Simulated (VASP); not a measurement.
Set up this calculation in VASP 6.6.1, as the native input.

| Item | Value |
| --- | --- |
| Task | single point |
| Functional | PBE |
| Dispersion | D3(BJ) |
| Potentials or basis | VASP PAW PBE potentials, release 64 (In_d) |
| Cutoff | 520 eV |
| k mesh | 10 × 10 × 10 |
| Occupations | gaussian, width 0.1 eV |
| Spin | non-collinear spin, zero start, spin-orbit coupling |
| Starting moments | [[0.0, 0.0, 0.0]] μB |
| Dipole correction | no |
| Further INCAR settings | ALGO = Normal; EDIFF = 1e-07; NBANDS = 24 |

The structure of In lies in POSCAR:

```
In
1.0
   -2.0278888410      2.0278888410      2.0278888410
    2.0278888410     -2.0278888410      2.0278888410
    2.0278888410      2.0278888410     -2.0278888410
In
1
Direct
    0.0000000000      0.0000000000      0.0000000000
```

These files were run (other wordings do the same):

INCAR

```
PREC = Accurate
ENCUT = 520
EDIFF = 1E-7
ISMEAR = 0
SIGMA = 0.1
LREAL = False
LASPH = True
NELM = 150
ALGO = Normal
ISIF = 2
LWAVE = False
LCHARG = False
MAGMOM = 0 0 0
LORBIT = 11
LSORBIT = True
GGA_COMPAT = False
LORBMOM = True
GGA = PE
IVDW = 12
NBANDS = 24
```

KPOINTS

```
Automatic mesh
0
Gamma
  10 10 10
```

Potentials or basis: VASP PAW PBE potentials, release 64 (In_d).

Command:

```bash
$ cat potpaw_PBE.64/In_d/POTCAR > POTCAR
$ mpirun -np 1 vasp_ncl > vasp.out
```

Results of the run:

- Pressure: -5.2 GPa
- Net moment: 0.00 μB per cell
- Valence electrons inside the program's atomic spheres: In 11.25
- Dispersion energy per atom: -0.264 eV

Wall time 120 s on 1 thread of AMD EPYC 7R13 (shared host), peak memory 0.24 GiB.
